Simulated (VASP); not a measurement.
Runs of VASP 6.6.1 on LaB6. The structure is that of space group Pm-3m (No. 221), or close to it. The cells are those of the table. 

| level | cell | gap on the mesh (eV) | pressure (GPa) | largest force (eV/Å) |
| --- | --- | --- | --- | --- |
| BLYP+D3(BJ) | a = 4.170 Å, 7 atoms | none | (a) | - |
| r2SCAN+D3(BJ) | a = 4.086 Å, 7 atoms | none | 7.5 | 0.11 |
| PBE | a = 4.157 Å, 7 atoms | none | -0.4 | 0.02 |
| BLYP+D3(BJ) | a = 4.144 Å, 7 atoms | none | -3.5 | - |
| r2SCAN+D3(BJ) | a = 4.114 Å, 7 atoms | none | (c) | 0.03 |
| BLYP+D3(BJ) | a = 4.089 Å, 7 atoms | none | 3.7 | 0.01 |
| BLYP+D3(BJ) | a = 4.116 Å, 7 atoms | none | -0.1 | - |
| BLYP+D3(BJ) | a = 4.061 Å, 7 atoms | none | (b) | 0.01 |

Alike in all rows: task single point; potentials or basis VASP PAW PBE potentials, release 64 (La, B); no spin polarisation; k mesh 6 × 6 × 6; cutoff (eV) 520; smearing gaussian 0.05 eV.

Problem. Estimate the missing entries.

Solution. (a) -6.6; (b) 7.8; (c) 3.2.

Caveats: spin-orbit coupling is left out, which moves the levels of the heavy elements; the PAW data sets were made with another functional, which shifts forces and pressure a little (at least some runs); the cell stands under pressure (at least some runs); the cell stands under tension (at least some runs); three body term missing (at least some runs).

A k mesh can miss the band edges, and the runs leave out spin-orbit coupling on La.

A gap of «none» marks levels without a gap at the run's occupations.
